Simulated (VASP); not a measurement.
NaH:

```
Na H
1.0
     0.00000    2.39751    2.39751
     2.39751    0.00000    2.39751
     2.39751    2.39751    0.00000
Na H
1 1
Direct
  0.00000 0.00000 0.00000
  0.50000 0.50000 0.50000
```

Base run:

- Program: VASP 6.6.1
- Functional: r2SCAN
- Potentials or basis: VASP PAW PBE potentials, release 64 (Na_pv, H)
- Cutoff: 550 eV
- k mesh: 6 × 6 × 6
- Occupations: gaussian, width 0.01 eV
- Spin: no spin polarisation

Its results: band gap on the k mesh 4.46 eV (least direct gap 5.26 eV); pressure -0.3 GPa.

**Question.** The run is repeated on the same cell with these changes: functional from r2SCAN to PBE-based screened hybrid with 100 % exact exchange; cutoff from 550 eV to 400 eV; k mesh from 6 × 6 × 6 to 4 × 4 × 4. What comes out?

**Answer.** Band gap on the k mesh 7.28 eV (least direct gap 8.30 eV); pressure -1.4 GPa.

Several settings changed at once.

Caveats: some runs use coarse meshes; the PAW data sets were made with another functional, which shifts forces and pressure a little.

A k mesh can miss the band edges.
